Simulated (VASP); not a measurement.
# Ti2Al3Ru (P6/mmm) in VASP: notebook

The runs below take Ti2Al3Ru through single point, with PBE.

All numbers are computed with VASP 6.6.1; they aren't measurements. Logs are shortened: lines on timing, memory, paths and dates and some standing lists are left out, and cuts for length are marked.

## 1. The cell of the first run

It takes space group P6/mmm (No. 191, hexagonal). Conventional cell: a = 4.373 Å, b = 4.373 Å, c = 9.942 Å, α = 90.00°, β = 90.00°, γ = 120.00°. Ti (site symmetry 6mm) has 1 Ru at 2.22 Å and 1 Al at 2.75 Å within 2.9 Å. Al (site symmetry -6m2) has 3 Ru at 2.52 Å and 3 Al at 2.52 Å and 6 Ti at 3.36 Å within 3.4 Å. Within 3.6 Å of Al (site symmetry 6/mmm) lie 2 Ti at 2.75 Å. Ru (site symmetry 6/mmm) has 2 Ti at 2.22 Å and 6 Al at 2.52 Å within 2.9 Å.

The cell was generated, and may not be a known phase.

## 2. Single point, PBE

Contents of INCAR:

```
SYSTEM = Ti2Al3Ru
PREC = Accurate ; ENCUT = 560
EDIFF = 1E-6 ; ISMEAR = 0
SIGMA = 0.1 ; LREAL = .False.
LASPH = .True. ; NELM = 120
ALGO = Normal ; ISIF = 2
LWAVE = .False. ; LCHARG = .True.
GGA = PE ; LELF = .True.
LVHAR = .True. ; NBANDS = 34
GGA_COMPAT = .False.
```

Contents of KPOINTS:

```
Automatic mesh
0
Gamma
  6 6 2
  0 0 0
```

Contents of POSCAR:

```
Ti2Al3Ru
1.0
    4.3733951303      0.0000000000      0.0000000000
   -2.1866975651      3.7874712836      0.0000000000
    0.0000000000      0.0000000000      9.9422643584
Ti Al Ru
2 3 1
Direct
    0.0000000000      0.0000000000      0.7762919297
    0.0000000000      0.0000000000      0.2237080703
    0.3333333333      0.6666666667      0.0000000000
    0.6666666667      0.3333333333      0.0000000000
    0.0000000000      0.0000000000      0.5000000000
    0.0000000000      0.0000000000      0.0000000000
```

Potentials or basis: VASP PAW PBE potentials, release 64 (Ti_sv, Al, Ru_sv).

Launch:

```console
cat potpaw_PBE.64/Ti_sv/POTCAR potpaw_PBE.64/Al/POTCAR potpaw_PBE.64/Ru_sv/POTCAR > POTCAR
mpirun -np 1 vasp_std > vasp.out
```

OUTCAR:

```text
SYSTEM = Ti2Al3Ru
   PREC = Accurate
   ENCUT = 560
   EDIFF = 1E-6
   ISMEAR = 0
   LREAL = .False.
   LASPH = .True.
   NELM = 120
   ISIF = 2
   GGA = PE

 ion  position               nearest neighbor table
   1  0.000  0.000  0.776-   6 2.22   5 2.75
   2  0.000  0.000  0.224-   6 2.22   5 2.75
   3  0.333  0.667  0.000-   6 2.52   4 2.52   4 2.52   6 2.52   6 2.52   4 2.52
   4  0.667  0.333  0.000-   6 2.52   3 2.52   3 2.52   6 2.52   6 2.52   3 2.52
   5  0.000  0.000  0.500-   1 2.75   2 2.75
   6  0.000  0.000  0.000-   1 2.22   2 2.22   3 2.52   4 2.52   3 2.52   4 2.52   4 2.52   3 2.52

  LATTYP: Found a hexagonal cell.
 ALAT       =     4.3733951303
 C/A-ratio  =     2.2733514952

  Lattice vectors:

 A1 = (   4.3733951303,   0.0000000000,   0.0000000000)
 A2 = (  -2.1866975651,   3.7874712836,   0.0000000000)
 A3 = (   0.0000000000,   0.0000000000,   9.9422643584)

Analysis of symmetry for initial positions (statically):
=====================================================================
 Subroutine PRICEL returns:
 Original cell was already a primitive cell.

 Routine SETGRP: Setting up the symmetry group for a
 hexagonal supercell.

 Subroutine GETGRP returns: Found 24 space group operations
 (whereof 24 operations were pure point group operations)
 out of a pool of 24 trial point group operations.

The static configuration has the point symmetry D_6h.

Analysis of symmetry for dynamics (positions and initial velocities):
=====================================================================
 Subroutine PRICEL returns:
 Original cell was already a primitive cell.

 Routine SETGRP: Setting up the symmetry group for a
 hexagonal supercell.

 Subroutine GETGRP returns: Found 24 space group operations
 (whereof 24 operations were pure point group operations)
 out of a pool of 24 trial point group operations.

The dynamic configuration has the point symmetry D_6h.

 Subroutine INISYM returns: Found 24 space group operations
 (whereof 24 operations are pure point group operations),
 and found     1 'primitive' translations

----------------------------------------------------------------------------------------

                                     Primitive cell

  volume of cell :     164.6847

  direct lattice vectors                    reciprocal lattice vectors
     4.373395130  0.000000000  0.000000000     0.228655306  0.132014202  0.000000000
    -2.186697565  3.787471284  0.000000000     0.000000000  0.264028404  0.000000000
     0.000000000  0.000000000  9.942264358     0.000000000  0.000000000  0.100580709

  length of vectors
     4.373395130  4.373395130  9.942264358     0.264028404  0.264028404  0.100580709

  position of ions in fractional coordinates (direct lattice)
     0.000000000  0.000000000  0.776291930
     0.000000000  0.000000000  0.223708070
     0.333333333  0.666666667  0.000000000
     0.666666667  0.333333333  0.000000000
     0.000000000  0.000000000  0.500000000
     0.000000000  0.000000000  0.000000000

  ion indices of the primitive-cell ions
   primitive index   ion index
                 1           1
                 2           2
                 3           3
                 4           4
                 5           5
                 6           6

----------------------------------------------------------------------------------------

 KPOINTS: Automatic mesh

Automatic generation of k-mesh.
 Grid dimensions read from file:
 generate k-points for:    6    6    2

 Generating k-lattice:

  Cartesian coordinates                     Fractional coordinates (reciprocal lattice)
     0.038109218  0.022002367  0.000000000     0.166666667  0.000000000  0.000000000
     0.000000000  0.044004734  0.000000000     0.000000000  0.166666667  0.000000000
     0.000000000  0.000000000  0.050290355     0.000000000  0.000000000  0.500000000

  Length of vectors
     0.044004734  0.044004734  0.050290355

  Shift w.r.t. Gamma in fractional coordinates (k-lattice)
     0.000000000  0.000000000  0.000000000

 Subroutine IBZKPT returns following result:
 ===========================================

 Found     14 irreducible k-points:

 Following reciprocal coordinates:
            Coordinates               Weight
  0.000000  0.000000  0.000000      1.000000
  0.166667  0.000000  0.000000      6.000000
  0.333333  0.000000  0.000000      6.000000
  0.500000  0.000000  0.000000      3.000000
  0.166667  0.166667  0.000000      6.000000
  0.333333  0.166667  0.000000     12.000000
  0.333333  0.333333  0.000000      2.000000
  0.000000  0.000000  0.500000      1.000000
  0.166667  0.000000  0.500000      6.000000
  0.333333  0.000000  0.500000      6.000000
  0.500000  0.000000  0.500000      3.000000
  0.166667  0.166667  0.500000      6.000000
  0.333333  0.166667  0.500000     12.000000
  0.333333  0.333333  0.500000      2.000000
   k-points           NKPTS =     14   k-points in BZ     NKDIM =     14   number of bands    NBANDS=     34
   number of dos      NEDOS =    301   number of ions     NIONS =      6
   total plane-waves  NPLWV = 103680
   dimension x,y,z NGX =    36 NGY =   36 NGZ =   80
   dimension x,y,z NGXF=    72 NGYF=   72 NGZF=  160
   ions per type =               2   3   1
   NGX,Y,Z   is equivalent  to a cutoff of  13.68, 13.68, 13.38 a.u.
   NGXF,Y,Z  is equivalent  to a cutoff of  27.37, 27.37, 26.75 a.u.
 SYSTEM =  Ti2Al3Ru
   PREC   = accura    normal or accurate (medium, high low for compatibility)
   ISTART =      0    job   : 0-new  1-cont  2-samecut
   ICHARG =      2    charge: 1-file 2-atom 10-const
   ISPIN  =      1    spin polarized calculation?
   LNONCOLLINEAR =      F non collinear calculations
   LSORBIT =      F    spin-orbit coupling
   LASPH  =      T    aspherical Exc in radial PAW
   ENCUT  =  560.0 eV  41.16 Ry    6.42 a.u.   8.44  8.44 19.18*2*pi/ulx,y,z
   NELM   =    120;   NELMIN=  2; NELMDL= -5     # of ELM steps
   EDIFF  = 0.1E-05   stopping-criterion for ELM
   LREAL  =      F    real-space projection
[... 7 lines left out ...]
   TEBEG  =    0.0;   TEEND  =   0.0 temperature during run
   PSTRESS=    0.0 pullay stress
   NELECT =      49.0000    total number of electrons
   NUPDOWN=      -1.0000    fix difference up-down
   EMIN   =  10.00;   EMAX   =-10.00  energy-range for DOS
   EFERMI =   0.00;   METHOD = LEGACY
   ISMEAR =     0;   SIGMA  =   0.10  broadening in eV -4-tet -1-fermi 0-gaus
   EFERMI_NEDOS =   21; number of points for ismear=-14 and -15
   IALGO  =     38    algorithm
   IMIX   =      4    mixing-type and parameters
     AMIX     =   0.40;   BMIX     =  1.00
     AMIX_MAG =   1.60;   BMIX_MAG =  1.00
  volume/ion in A,a.u.               =      27.45       185.22
  Fermi-wavevector in a.u.,A,eV,Ry     =   1.092922  2.065323 16.251859  1.194478
  Thomas-Fermi vector in A             =   2.229197
   LORBIT       =      0    0 simple, 1 ext, 2 COOP (PROOUT), +10 PAW based schemes
   GGA     = PE    functional components
   LHFCALC =     F    Hartree Fock is set to
   AEXX    =    0.0000 exact exchange contribution
   IVDW    =     0    specifies the selected vdW correction
   LEPSILON=     F    determine dielectric tensor
   LRPA    =     F    only Hartree local field effects (RPA)
 non-spin polarized calculation
 Gauss-broadening in eV      SIGMA  =   0.10
  energy-cutoff  :      560.00
  volume of cell :      164.68
 maximum number of plane-waves:      4996
 NGX is ok and might be reduce to    36
   NGX = 17   NGY = 17   NGZ = 39

 number of electron      48.9999996 magnetization

 Free energy of the ion-electron system (eV)
  ---------------------------------------------------
  ext. energy  EPLUGINS =         0.00000000
  ---------------------------------------------------
  free energy    TOTEN  =       -31.99871827 eV

  energy without entropy =      -31.97058320  energy(sigma->0) =      -31.98465074

 E-fermi :   4.0216     XC(G=0):  -8.5901

 val. band max:        4.0117210452   @ k =   0.5000   0.0000   0.0000
 cond. band min:       4.0480599137   @ k =   0.1667   0.0000   0.5000
 fundamental gap:      0.0363388685
 Fermi energy:         4.0215987837

 k-point     1 :       0.0000    0.0000    0.0000
  band No.  band energies     occupation
      1     -68.7649      2.00000
      2     -53.6479      2.00000
      3     -53.6363      2.00000
      4     -39.2300      2.00000
      5     -38.7235      2.00000
      6     -38.7235      2.00000
[... 26 lines left out ...]
     33       6.6202      0.00000
     34       6.6202      0.00000

 k-point     2 :       0.1667    0.0000    0.0000
  band No.  band energies     occupation
      1     -68.7649      2.00000
      2     -53.6479      2.00000
      3     -53.6362      2.00000
      4     -39.2300      2.00000
      5     -38.7245      2.00000
      6     -38.7237      2.00000
[... 26 lines left out ...]
     33       5.7758      0.00000
     34       6.6623      0.00000

 k-point     3 :       0.3333    0.0000    0.0000
  band No.  band energies     occupation
      1     -68.7648      2.00000
      2     -53.6478      2.00000
      3     -53.6361      2.00000
      4     -39.2298      2.00000
      5     -38.7265      2.00000
      6     -38.7240      2.00000
[... 26 lines left out ...]
     33       5.7670      0.00000
     34       5.8314      0.00000

 k-point     4 :       0.5000    0.0000    0.0000
  band No.  band energies     occupation
      1     -68.7648      2.00000
      2     -53.6477      2.00000
      3     -53.6361      2.00000
      4     -39.2298      2.00000
      5     -38.7275      2.00000
      6     -38.7242      2.00000
[... 26 lines left out ...]
     33       5.6609      0.00000
     34       6.1194      0.00000

 k-point     5 :       0.1667    0.1667    0.0000
  band No.  band energies     occupation
      1     -68.7648      2.00000
      2     -53.6478      2.00000
      3     -53.6361      2.00000
      4     -39.2299      2.00000
      5     -38.7258      2.00000
      6     -38.7241      2.00000
[... 26 lines left out ...]
     33       5.7689      0.00000
     34       6.1835      0.00000

 k-point     6 :       0.3333    0.1667    0.0000
  band No.  band energies     occupation
      1     -68.7648      2.00000
      2     -53.6477      2.00000
      3     -53.6361      2.00000
      4     -39.2298      2.00000
      5     -38.7269      2.00000
      6     -38.7247      2.00000
[... 26 lines left out ...]
     33       5.6686      0.00000
     34       5.9910      0.00000

 k-point     7 :       0.3333    0.3333    0.0000
  band No.  band energies     occupation
      1     -68.7647      2.00000
      2     -53.6477      2.00000
      3     -53.6360      2.00000
      4     -39.2297      2.00000
      5     -38.7261      2.00000
      6     -38.7261      2.00000
[... 26 lines left out ...]
     33       5.6864      0.00000
     34       5.6961      0.00000

 k-point     8 :       0.0000    0.0000    0.5000
  band No.  band energies     occupation
      1     -68.7649      2.00000
      2     -53.6479      2.00000
      3     -53.6363      2.00000
      4     -39.2300      2.00000
      5     -38.7235      2.00000
      6     -38.7235      2.00000
[... 26 lines left out ...]
     33       6.9710      0.00000
     34       6.9710      0.00000

 k-point     9 :       0.1667    0.0000    0.5000
  band No.  band energies     occupation
      1     -68.7649      2.00000
      2     -53.6479      2.00000
      3     -53.6362      2.00000
      4     -39.2300      2.00000
      5     -38.7245      2.00000
      6     -38.7237      2.00000
[... 26 lines left out ...]
     33       5.9825      0.00000
     34       6.8498      0.00000

 k-point    10 :       0.3333    0.0000    0.5000
  band No.  band energies     occupation
      1     -68.7648      2.00000
      2     -53.6478      2.00000
      3     -53.6361      2.00000
      4     -39.2298      2.00000
      5     -38.7265      2.00000
      6     -38.7240      2.00000
[... 26 lines left out ...]
     33       5.3091      0.00000
     34       6.5003      0.00000

 k-point    11 :       0.5000    0.0000    0.5000
  band No.  band energies     occupation
      1     -68.7648      2.00000
      2     -53.6477      2.00000
      3     -53.6361      2.00000
      4     -39.2298      2.00000
      5     -38.7275      2.00000
      6     -38.7242      2.00000
[... 26 lines left out ...]
     33       5.4561      0.00000
     34       5.6702      0.00000

 k-point    12 :       0.1667    0.1667    0.5000
  band No.  band energies     occupation
      1     -68.7648      2.00000
      2     -53.6478      2.00000
      3     -53.6361      2.00000
      4     -39.2299      2.00000
      5     -38.7258      2.00000
      6     -38.7241      2.00000
[... 26 lines left out ...]
     33       5.2505      0.00000
     34       6.6900      0.00000

 k-point    13 :       0.3333    0.1667    0.5000
  band No.  band energies     occupation
      1     -68.7648      2.00000
      2     -53.6477      2.00000
      3     -53.6361      2.00000
      4     -39.2298      2.00000
      5     -38.7269      2.00000
      6     -38.7247      2.00000
[... 26 lines left out ...]
     33       5.4432      0.00000
     34       6.3430      0.00000

 k-point    14 :       0.3333    0.3333    0.5000
  band No.  band energies     occupation
      1     -68.7647      2.00000
      2     -53.6477      2.00000
      3     -53.6360      2.00000
      4     -39.2297      2.00000
      5     -38.7261      2.00000
      6     -38.7261      2.00000
[... 26 lines left out ...]
     33       5.7149      0.00000
     34       6.3672      0.00000

------------------------ aborting loop because EDIFF is reached ----------------------------------------

  FORCE on cell =-STRESS in cart. coord.  units (eV):
  Direction    XX          YY          ZZ          XY          YZ          ZX
  --------------------------------------------------------------------------------------
  -------------------------------------------------------------------------------------
  Total       -0.0205877     -0.0205877     -0.0137923     -0.0000000      0.0000000      0.0000000
  in kB       -0.2002925     -0.2002925     -0.1341821     -0.0000000      0.0000000      0.0000000
  external PRESSURE =      -0.1782557 kB  Pullay stress =       0.0000000 kB

 VOLUME and BASIS-vectors are now :
 -----------------------------------------------------------------------------
  energy-cutoff  :      560.00
  volume of cell :      164.68
      direct lattice vectors                 reciprocal lattice vectors
     4.373395130  0.000000000  0.000000000     0.228655306  0.132014202  0.000000000
    -2.186697565  3.787471284  0.000000000     0.000000000  0.264028404  0.000000000
     0.000000000  0.000000000  9.942264358     0.000000000  0.000000000  0.100580709

 POSITION                                       TOTAL-FORCE (eV/Angst)
 -----------------------------------------------------------------------------------
      0.00000      0.00000      7.71810         0.000000      0.000000     -0.077908
      0.00000      0.00000      2.22416        -0.000000     -0.000000      0.077908
     -0.00000      2.52498      0.00000         0.000000      0.000000      0.000000
      2.18670      1.26249      0.00000        -0.000000     -0.000000      0.000000
      0.00000      0.00000      4.97113         0.000000      0.000000      0.000000
      0.00000      0.00000      0.00000         0.000000      0.000000      0.000000
 -----------------------------------------------------------------------------------
    total drift:                               -0.000000     -0.000000      0.000000

  FREE ENERGIE OF THE ION-ELECTRON SYSTEM (eV)
  ---------------------------------------------------
  free  energy   TOTEN  =       -31.9987182712 eV

  energy  without entropy=      -31.9705832007  energy(sigma->0) =      -31.98465074
```

It took 78 s on 1 thread of AMD EPYC 9R45 (Zen 5), shared host; peak memory 0.32 GiB.

Results:

| Item | Value |
| --- | --- |
| Free energy | -31.9987 eV |
| Pressure | 0.0 GPa |
| Largest force | 0.078 eV/Å |
| Band gap on the k mesh | zero (an odd number of electrons rules out a gap without spin polarisation) |

Forces in eV/Å, atoms in the order of the input:
```
Ti   0.000  0.000 -0.078
Ti   0.000  0.000  0.078
Al   0.000  0.000  0.000
Al   0.000  0.000  0.000
Al   0.000  0.000  0.000
Ru   0.000  0.000  0.000
```

Levels at points of the mesh, in eV from the Fermi level:
```
           k point  band 21  band 22  band 23  band 24  band 25  band 26  band 27  band 28
(0.00, 0.00, 0.00)    -1.01    -0.63    -0.27    -0.27     0.20     0.20     0.49     0.49
(0.50, 0.00, 0.00)    -2.02    -1.55    -1.08    -0.53    -0.01     0.03     0.63     0.77
(0.00, 0.00, 0.50)    -1.41    -0.22    -0.22     0.19     0.19     0.20     0.47     0.49
(0.50, 0.00, 0.50)    -2.02    -1.16    -1.13    -0.13     0.16     0.44     0.76     0.89
```

[end of part 1 of 2]

The gap in the log of VASP goes by the Fermi energy; the results here count the filled bands.